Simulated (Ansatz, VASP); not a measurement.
**One calculation of KZnF3, two programs**

The input INCAR:

```
SYSTEM = KZnF3
ALGO = Normal
EDIFF = 1E-7
EDIFFG = -0.08
ENCUT = 600
GGA = PE
GGA_COMPAT = .False.
IBRION = 2
ISIF = 3
ISMEAR = 0
LASPH = .True.
LCHARG = .False.
LREAL = .False.
LWAVE = .False.
NELM = 120
NELMIN = 4
NSW = 36
PREC = Accurate
SIGMA = 0.15
```

Contents of KPOINTS:

```
k-points
0
Gamma
  3 3 3
  0 0 0
```

Contents of POSCAR:

```
KZnF3
1.0
    4.3874591300      0.0000000000      0.0000000000
    0.0005224300      4.3892548900      0.0000000000
    0.0033492200      0.0003105600      4.3899147300
K Zn F
1 1 3
Direct
    0.9913719900      0.0026250000      0.0059500000
    0.4875020100      0.5019890100      0.5049129700
    0.4856340000      0.9998360300      0.5026570000
    0.9872869800      0.4954040100      0.4948599900
    0.4882049900      0.5001469900      0.0016240000
```

Input for Ansatz:

```yaml
crystal:
  lattice:
    - [4.38745913, 0.0, 0.0]
    - [0.00052243, 4.38925489, 0.0]
    - [0.00334922, 0.00031056, 4.38991473]
  atoms:
    - { symbol: K, position: [0.99137199, 0.002625, 0.00595] }
    - { symbol: Zn, position: [0.48750201, 0.50198901, 0.50491297] }
    - { symbol: F, position: [0.485634, 0.99983603, 0.502657] }
    - { symbol: F, position: [0.98728698, 0.49540401, 0.49485999] }
    - { symbol: F, position: [0.48820499, 0.50014699, 0.001624] }
basis:
  ecutwfc: 420
kpoints:
  mp_grid: { grid: [3, 3, 3] }
hamiltonian:
  xc: pbe
scf:
  occupations: { method: gaussian, width: 0.15 }
  lower_state_search: "off"
output:
  forces: true
  stress: true
  eigenvalues: true
relax:
  adjacent_minimum: "off"
  f_tol: 0.08
  max_steps: 16
  cell: { stress_tol: 0.8 }
```

Change from the starting cell: species swapped into the BaHfS3 type (P1, No. 1).

Alike in both runs: task relaxation of cell and atoms; functional PBE; k mesh 3 × 3 × 3; occupations gaussian, width 0.15 eV; no spin polarisation.

|  | VASP | Ansatz |
| --- | --- | --- |
| version | VASP 6.6.1 | Ansatz 0.2.0 |
| potentials or method | VASP PAW PBE potentials, release 64 (K_sv, Zn, F), cutoff 600 eV | scalar-relativistic, plane waves, PAW |
| valence electrons in the cell | 42 | 42 |

Ansatz gave:

```
gap on the k mesh at the Fermi level, each at its own relaxed structure (eV) : 4.17
relaxed volume (Å³/atom)                                                     : 14.19
relaxed length of the cell vector where the two differ most in proportion (Å)              : 4.140
```

Problem. What did VASP give for the same quantities?

Solution. gap on the k mesh at the Fermi level, each at its own relaxed structure (eV): 4.14; relaxed volume (Å³/atom): 14.08; relaxed length of the cell vector where the two differ most in proportion (Å): 4.127.

The k mesh is coarse, so the values compare programs but aren't converged. Noted on VASP's run: the volume moved by over 15 % at a fixed basis, so the end points are rough.
